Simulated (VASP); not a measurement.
A run of VASP 6.6.1:

File INCAR:

```
ALGO = Normal
EDIFF = 1E-6
EDIFFG = -0.025
ENCUT = 600
GGA = PE
IBRION = 2
ISIF = 3
ISMEAR = 0
LASPH = T
LCHARG = F
LREAL = F
LWAVE = F
NELM = 100
NSW = 80
PREC = Accurate
SIGMA = 0.2
```

KPOINTS

```
k-points
0
Gamma
  8 4 4
```

POSCAR

```
Si2W
1.0
    3.0194316005      0.0509973115      0.0596814429
    0.0883299345      5.0166423336      0.0226880029
    0.1183267377      0.0259704346      5.9207773464
Si W
4 2
Direct
    0.5150357494      0.1550692851      0.6564232491
   -0.0026110904      0.6639935776      0.6688189885
    0.0248816054      0.3326747159      0.3498719649
    0.4726027678      0.8344794270      0.3234487959
    0.0200637033      0.0016084895      0.0033676527
    0.4700272645      0.5121745049      0.9980693490
```

Potentials or basis: VASP PAW PBE potentials, release 64 (Si, W_sv).

Run with:

```sh
$ cat potpaw_PBE.64/Si/POTCAR potpaw_PBE.64/W_sv/POTCAR > POTCAR
$ mpirun -np 1 vasp_std > vasp.out
```

Hardware: 1 thread of Intel(R) Xeon(R) 6975P-C (Granite Rapids), on a shared host.

Task: Estimate the wall time of this run.

Result: Wall time 12 min on 1 thread of Intel(R) Xeon(R) 6975P-C (Granite Rapids), on a shared host, peak memory 0.33 GiB. Counts: scf iterations 128, k points 68, ion steps 17.
